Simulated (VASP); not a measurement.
# LiMg (R-3m) in VASP: further runs

Runs on LiMg. Level: LDA. Tasks: single point.

Everything below comes from runs of VASP 6.6.1. Logs are shortened: lines on timing, memory, paths and dates and some standing lists are left out, and cuts for length are marked.

**1. The cell of the first run**

It takes space group R-3m (No. 166, trigonal). Conventional cell: a = 3.092 Å, b = 3.092 Å, c = 15.243 Å, α = 90.00°, β = 90.00°, γ = 120.00°. Within 4.1 Å of Li (site symmetry -3m) lie 6 Li at 3.09 Å and 6 Mg at 3.10 Å. Within 4.1 Å of Mg (site symmetry -3m) lie 6 Mg at 3.09 Å and 6 Li at 3.10 Å.

**2. Single point, LDA**

INCAR reads:

```
  PREC = Accurate
  ENCUT = 750
  EDIFF = 1E-6
  ISMEAR = 1
  SIGMA = 0.1
  LREAL = F
  LASPH = T
  NELM = 120
  ALGO = Normal
  ISIF = 2
  LWAVE = F
  LCHARG = F
  GGA = CA
  NBANDS = 10
  GGA_COMPAT = F
```

KPOINTS reads:

```
Automatic mesh
0
Gamma
  11 11 11
  0.5 0.5 0.5
```

POSCAR reads:

```
LiMg
1.0
    1.5457500000      0.8924391786      5.0810666667
   -1.5457500000      0.8924391786      5.0810666667
    0.0000000000     -1.7848783572      5.0810666667
Li Mg
1 1
Direct
    0.0000000000      0.0000000000      0.0000000000
    0.5000000000      0.5000000000      0.5000000000
```

Potentials or basis: VASP PAW LDA potentials, release 64 (Li_sv, Mg).

On the command line:

```bash
> cat potpaw_LDA.64/Li_sv/POTCAR potpaw_LDA.64/Mg/POTCAR > POTCAR
> mpirun -np 1 vasp_std > vasp.out
```

OUTCAR:

```text
PREC = Accurate
   ENCUT = 750
   EDIFF = 1E-6
   ISMEAR = 1
   LREAL = F
   LASPH = T
   NELM = 120
   ISIF = 2
   GGA = CA

 ion  position               nearest neighbor table
   1  0.000  0.000  0.000-   2 3.10   2 3.10   2 3.10   2 3.10   2 3.10   2 3.10
   2  0.500  0.500  0.500-   1 3.10   1 3.10   1 3.10   1 3.10   1 3.10   1 3.10

  LATTYP: Found a trigonal (rhomboedric) cell.
 ALAT       =     5.3854460559
 COS(alpha) =     0.8352349305

  Lattice vectors:

 A1 = (   1.5457500000,   0.8924391786,   5.0810666667)
 A2 = (  -1.5457500000,   0.8924391786,   5.0810666667)
 A3 = (   0.0000000000,  -1.7848783572,   5.0810666667)

Analysis of symmetry for initial positions (statically):
=====================================================================
 Subroutine PRICEL returns:
 Original cell was already a primitive cell.

 Routine SETGRP: Setting up the symmetry group for a
 trigonal (rhombohedral) supercell.

 Subroutine GETGRP returns: Found 12 space group operations
 (whereof 12 operations were pure point group operations)
 out of a pool of 12 trial point group operations.

The static configuration has the point symmetry D_3d.

Analysis of symmetry for dynamics (positions and initial velocities):
=====================================================================
 Subroutine PRICEL returns:
 Original cell was already a primitive cell.

 Routine SETGRP: Setting up the symmetry group for a
 trigonal (rhombohedral) supercell.

 Subroutine GETGRP returns: Found 12 space group operations
 (whereof 12 operations were pure point group operations)
 out of a pool of 12 trial point group operations.

The dynamic configuration has the point symmetry D_3d.

 Subroutine INISYM returns: Found 12 space group operations
 (whereof 12 operations are pure point group operations),
 and found     1 'primitive' translations

----------------------------------------------------------------------------------------

                                     Primitive cell

  volume of cell :      42.0556

  direct lattice vectors                    reciprocal lattice vectors
     1.545750000  0.892439179  5.081066667     0.323467572  0.186754090  0.065603023
    -1.545750000  0.892439179  5.081066667    -0.323467572  0.186754090  0.065603023
     0.000000000 -1.784878357  5.081066667     0.000000000 -0.373508180  0.065603023

  length of vectors
     5.385446056  5.385446056  5.385446056     0.379225681  0.379225681  0.379225681

  position of ions in fractional coordinates (direct lattice)
     0.000000000  0.000000000  0.000000000
     0.500000000  0.500000000  0.500000000

  ion indices of the primitive-cell ions
   primitive index   ion index
                 1           1
                 2           2

----------------------------------------------------------------------------------------

 KPOINTS: Automatic mesh

Automatic generation of k-mesh.
 Grid dimensions read from file:
 generate k-points for:   11   11   11

 Generating k-lattice:

  Cartesian coordinates                     Fractional coordinates (reciprocal lattice)
     0.029406143  0.016977645  0.005963911     0.090909091 -0.000000000  0.000000000
    -0.029406143  0.016977645  0.005963911    -0.000000000  0.090909091  0.000000000
     0.000000000 -0.033955289  0.005963911     0.000000000  0.000000000  0.090909091

  Length of vectors
     0.034475062  0.034475062  0.034475062

  Shift w.r.t. Gamma in fractional coordinates (k-lattice)
     0.500000000  0.500000000  0.500000000

 Subroutine IBZKPT returns following result:
 ===========================================

 Found    146 irreducible k-points:

 Following reciprocal coordinates:
            Coordinates               Weight
  0.045455  0.045455  0.045455      2.000000
  0.136364  0.045455  0.045455      6.000000
  0.227273  0.045455  0.045455      6.000000
  0.318182  0.045455  0.045455      6.000000
  0.409091  0.045455  0.045455      6.000000
  0.500000  0.045455  0.045455      6.000000
[... 16 lines left out ...]
  0.318182  0.227273  0.045455     12.000000
  0.409091  0.227273  0.045455     12.000000
 [... further k-points ...]
   k-points           NKPTS =    146   k-points in BZ     NKDIM =    146   number of bands    NBANDS=     10
   number of dos      NEDOS =    301   number of ions     NIONS =      2
   total plane-waves  NPLWV = 110592
   dimension x,y,z NGX =    48 NGY =   48 NGZ =   48
   dimension x,y,z NGXF=    96 NGYF=   96 NGZF=   96
   ions per type =               1   1
   NGX,Y,Z   is equivalent  to a cutoff of  14.82, 14.82, 14.82 a.u.
   NGXF,Y,Z  is equivalent  to a cutoff of  29.63, 29.63, 29.63 a.u.
 SYSTEM =  unknown system
   PREC   = accura    normal or accurate (medium, high low for compatibility)
   ISTART =      0    job   : 0-new  1-cont  2-samecut
   ICHARG =      2    charge: 1-file 2-atom 10-const
   ISPIN  =      1    spin polarized calculation?
   LNONCOLLINEAR =      F non collinear calculations
   LSORBIT =      F    spin-orbit coupling
   LASPH  =      T    aspherical Exc in radial PAW
   ENCUT  =  750.0 eV  55.12 Ry    7.42 a.u.  12.03 12.03 12.03*2*pi/ulx,y,z
   NELM   =    120;   NELMIN=  2; NELMDL= -5     # of ELM steps
   EDIFF  = 0.1E-05   stopping-criterion for ELM
   LREAL  =      F    real-space projection
   EDIFFG = 0.1E-04   stopping-criterion for IOM
   NSW    =      0    number of steps for IOM
   IBRION =     -1    ionic relax: 0-MD 1-quasi-New 2-CG
   NFREE  =      0    steps in history (QN), initial steepest desc. (CG)
   ISIF   =      2    stress and relaxation
   ISYM   =      2    0-nonsym 1-usesym 2-fastsym
   POTIM  = 0.5000    time-step for ionic-motion
   TEBEG  =    0.0;   TEEND  =   0.0 temperature during run
   PSTRESS=    0.0 pullay stress
   NELECT =       5.0000    total number of electrons
   NUPDOWN=      -1.0000    fix difference up-down
   EMIN   =  10.00;   EMAX   =-10.00  energy-range for DOS
   EFERMI =   0.00;   METHOD = LEGACY
   ISMEAR =     1;   SIGMA  =   0.10  broadening in eV -4-tet -1-fermi 0-gaus
   EFERMI_NEDOS =   21; number of points for ismear=-14 and -15
   IALGO  =     38    algorithm
   IMIX   =      4    mixing-type and parameters
     AMIX     =   0.40;   BMIX     =  1.00
     AMIX_MAG =   1.60;   BMIX_MAG =  1.00
  volume/ion in A,a.u.               =      21.03       141.90
  Fermi-wavevector in a.u.,A,eV,Ry     =   0.804989  1.521209  8.816683  0.648008
  Thomas-Fermi vector in A             =   1.913150
   LORBIT       =      0    0 simple, 1 ext, 2 COOP (PROOUT), +10 PAW based schemes
   GGA     = CA    functional components
   LHFCALC =     F    Hartree Fock is set to
   AEXX    =    0.0000 exact exchange contribution
   IVDW    =     0    specifies the selected vdW correction
   LEPSILON=     F    determine dielectric tensor
   LRPA    =     F    only Hartree local field effects (RPA)
 non-spin polarized calculation
 Methfessel and Paxton  Order N= 1 SIGMA  =   0.10
  energy-cutoff  :      750.00
  volume of cell :       42.06
 maximum number of plane-waves:      1978
   NGX = 25   NGY = 25   NGZ = 25

 number of electron       5.0000001 magnetization

 Free energy of the ion-electron system (eV)
  ---------------------------------------------------
  ext. energy  EPLUGINS =         0.00000000
  ---------------------------------------------------
  free energy    TOTEN  =        -3.93055045 eV

  energy without entropy =       -3.92969902  energy(sigma->0) =       -3.93026664

 E-fermi :   1.6740     XC(G=0):  -8.0548

 val. band max:        1.6698986481   @ k =  -0.3182  -0.4091   0.1364
 cond. band min:       1.6910456803   @ k =  -0.2273   0.5000   0.1364
 fundamental gap:      0.0211470322
 Fermi energy:         1.6739930797

 k-point     1 :       0.0455    0.0455    0.0455
  band No.  band energies     occupation
      1     -43.8577      2.00000
      2      -4.1231      2.00000
      3       0.6349      2.00000
      4       2.8019     -0.00000
      5      13.9507      0.00000
      6      13.9507      0.00000
      7      14.6219      0.00000
      8      14.6219      0.00000
      9      15.3975      0.00000
     10      16.4548      0.00000

 k-point     2 :       0.1364    0.0455    0.0455
  band No.  band energies     occupation
      1     -43.8567      2.00000
      2      -3.9469      2.00000
      3       0.6636      2.00000
      4       3.0820     -0.00000
      5      11.9035      0.00000
      6      13.2937      0.00000
      7      13.7549      0.00000
      8      14.0605      0.00000
      9      14.9521      0.00000
     10      15.8485      0.00000

 k-point     3 :       0.2273    0.0455    0.0455
  band No.  band energies     occupation
      1     -43.8542      2.00000
      2      -3.4378      2.00000
      3       0.9572      2.00000
      4       3.6266     -0.00000
      5       9.2017      0.00000
      6      11.7151      0.00000
      7      12.3021      0.00000
      8      12.9284      0.00000
      9      13.8658      0.00000
     10      15.0487      0.00000

 k-point     4 :       0.3182    0.0455    0.0455
  band No.  band energies     occupation
      1     -43.8508      2.00000
      2      -2.6011      2.00000
      3       1.5050      2.03797
      4       4.2422      0.00000
      5       6.9070      0.00000
      6       9.5645      0.00000
      7      11.5244      0.00000
      8      11.9523      0.00000
      9      12.8594      0.00000
     10      13.8757      0.00000

 k-point     5 :       0.4091    0.0455    0.0455
  band No.  band energies     occupation
      1     -43.8477      2.00000
      2      -1.4474      2.00000
      3       2.2140     -0.00000
      4       3.6585     -0.00000
      5       6.4036      0.00000
      6       7.6765      0.00000
      7      10.9537      0.00000
      8      11.2830      0.00000
      9      11.3335      0.00000
     10      12.4053      0.00000

 k-point     6 :       0.5000    0.0455    0.0455
  band No.  band energies     occupation
      1     -43.8459      2.00000
      2      -0.0017      2.00000
      3       1.5392      2.06697
      4       3.5657     -0.00000
      5       5.8920      0.00000
      6       7.4997      0.00000
      7       9.5930      0.00000
      8      10.5873      0.00000
      9      11.1140      0.00000
     10      12.0139      0.00000
[... 183 lines left out ...]
 k-point    21 :      -0.0455    0.1364    0.0455
  band No.  band energies     occupation
      1     -43.8550      2.00000
      2      -3.6322      2.00000
      3       1.1145      2.00000
      4       3.1199     -0.00000
      5      10.4021      0.00000
      6      11.4224      0.00000
      7      12.0873      0.00000
      8      12.9477      0.00000
      9      15.6647      0.00000
     10      15.8919      0.00000

 k-point    22 :       0.2273    0.2273    0.0455
  band No.  band energies     occupation
      1     -43.8542      2.00000
      2      -3.3826      2.00000
      3       0.5635      2.00000
      4       4.2319      0.00000
      5       9.5651      0.00000
      6      10.6593      0.00000
      7      11.4712      0.00000
      8      13.5496      0.00000
      9      14.2230      0.00000
     10      14.7537      0.00000

 k-point    23 :       0.3182    0.2273    0.0455
  band No.  band energies     occupation
      1     -43.8520      2.00000
      2      -2.8560      2.00000
      3       0.7993      2.00000
      4       4.8796      0.00000
      5       8.2104      0.00000
      6       9.1847      0.00000
      7      10.1372      0.00000
      8      12.6788      0.00000
      9      14.6121      0.00000
     10      14.8070      0.00000

 k-point    24 :       0.4091    0.2273    0.0455
  band No.  band energies     occupation
      1     -43.8492      2.00000
      2      -2.0012      2.00000
      3       1.3082      2.00000
      4       5.4291      0.00000
      5       6.9060      0.00000
      6       7.5168      0.00000
      7       9.2727      0.00000
      8      10.8824      0.00000
      9      13.1221      0.00000
     10      14.8798      0.00000

 [... further k-points ...]
[... 5 lines left out ...]
  --------------------------------------------------------------------------------------
  -------------------------------------------------------------------------------------
  Total       -0.4535309     -0.4535309     -0.3743675      0.0000000     -0.0000000      0.0000000
  in kB      -17.2779969    -17.2779969    -14.2621404      0.0000000     -0.0000000      0.0000000
  external PRESSURE =     -16.2727114 kB  Pullay stress =       0.0000000 kB

 VOLUME and BASIS-vectors are now :
 -----------------------------------------------------------------------------
  energy-cutoff  :      750.00
  volume of cell :       42.06
      direct lattice vectors                 reciprocal lattice vectors
     1.545750000  0.892439179  5.081066667     0.323467572  0.186754090  0.065603023
    -1.545750000  0.892439179  5.081066667    -0.323467572  0.186754090  0.065603023
     0.000000000 -1.784878357  5.081066667     0.000000000 -0.373508180  0.065603023

 POSITION                                       TOTAL-FORCE (eV/Angst)
 -----------------------------------------------------------------------------------
      0.00000      0.00000      0.00000        -0.000000      0.000000     -0.000000
      0.00000      0.00000      7.62160         0.000000     -0.000000      0.000000
 -----------------------------------------------------------------------------------
    total drift:                                0.000000     -0.000000     -0.000000

  FREE ENERGIE OF THE ION-ELECTRON SYSTEM (eV)
  ---------------------------------------------------
  free  energy   TOTEN  =        -3.9305504495 eV

  energy  without entropy=       -3.9296990202  energy(sigma->0) =       -3.93026664
```

Run time: 87 s. Hardware: 1 thread of Intel Xeon 6975P-C (Granite Rapids), shared host; peak memory 0.33 GiB.

What came out:

```
Free energy            : -3.9306 eV
Pressure               : -1.6 GPa
Band gap on the k mesh : zero (an odd number of electrons rules out a gap without spin polarisation)
```

Levels at points of the mesh, in eV from the Fermi level:
```csv
k point,band 1,band 2,band 3,band 4,band 5,band 6
"(0.50, 0.50, 0.50)",-45.53,-5.36,-3.01,5.63,7.28,11.62
```

**3. Single point, LDA**

INCAR reads:

```
SYSTEM = LiMg
PREC     = Accurate       ! precision mode
ENCUT    = 750            ! plane-wave cutoff, eV
EDIFF    = 1E-6           ! SCF threshold, eV
ISMEAR   = 1              ! smearing method
SIGMA    = 0.1            ! smearing width, eV
LREAL    = .False.        ! projectors in reciprocal space
LASPH    = .True.         ! aspherical terms in the spheres
NELM     = 120            ! most SCF steps
ALGO     = Normal         ! electronic algorithm
ISIF     = 2              ! what is computed and relaxed
LWAVE    = .False.        ! write WAVECAR
LCHARG   = .False.        ! write CHGCAR
NBANDS   = 10             ! bands
GGA_COMPAT= .False.
```

KPOINTS is that of step 2.

POSCAR is that of step 2.

Potentials or basis: VASP PAW LDA potentials, release 64 (Li_sv, Mg).

On the command line:

```bash
> cat potpaw_LDA.64/Li_sv/POTCAR potpaw_LDA.64/Mg/POTCAR > POTCAR
> mpirun -np 1 vasp_std > vasp.out
```

Run time: 88 s. Hardware: 1 thread of Intel Xeon 6975P-C (Granite Rapids), shared host; peak memory 0.33 GiB.

Results (log left out):

| Item | Value |
| --- | --- |
| Free energy | -3.9306 eV |
| Pressure | -1.6 GPa |
| Band gap on the k mesh | zero (an odd number of electrons rules out a gap without spin polarisation) |

Stress tensor (GPa, compression positive):
```
-1.73  0.00  0.00
 0.00 -1.73  0.00
 0.00  0.00 -1.43
```

Levels at points of the mesh, in eV from the Fermi level:
```csv
k point,band 1,band 2,band 3,band 4,band 5,band 6
"(0.50, 0.50, 0.50)",-45.53,-5.36,-3.01,5.63,7.28,11.62
```
